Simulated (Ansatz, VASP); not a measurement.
# GdSi2O in VASP and in Ansatz

```
Gd Si O
1.0
    -1.68684    1.68684    6.19743
     1.68684   -1.68684    6.19743
     1.68684    1.68684   -6.19743
Gd Si O
1 2 1
Direct
  0.50000 0.50000 0.00000
  0.23967 0.23967 0.00000
  0.76033 0.76033 0.00000
  0.00000 0.00000 0.00000
```

Alike in both runs: functional PBE; k mesh 6 × 6 × 6; occupations gaussian, width 0.1 eV; collinear spin.

Ansatz relaxed the structure, and its values are those at the end. VASP's run is a single point on that final structure, the one shown.

|  | VASP | Ansatz |
| --- | --- | --- |
| version | VASP 6.6.1 | Ansatz 0.2.0 |
| potentials or method | VASP PAW PBE potentials, release 64 (Gd, Si, O), cutoff 520 eV | scalar-relativistic, plane waves, PAW |
| valence electrons in the cell | 32 | 32 |

Ansatz gave:

| Item | Value |
| --- | --- |
| gap on the k mesh at the Fermi level (eV) | none |
| pressure (GPa) | 0.0 |
| net moment per atom (μB) | 1.76 |
| size of the moment on the site where the two differ most (μB) | 6.78 |

Question: What did VASP give for the same quantities?

Answer: gap on the k mesh at the Fermi level (eV): none; pressure (GPa): 0.2; net moment per atom (μB): 1.76; size of the moment on the site where the two differ most (μB): 6.75.

Site moments also hang on the region over which each program counts them. A gap of «none» marks a metal or a gap that the smearing closes.

The k mesh is coarse, so the values compare programs but aren't converged. Spin-orbit coupling is off throughout.
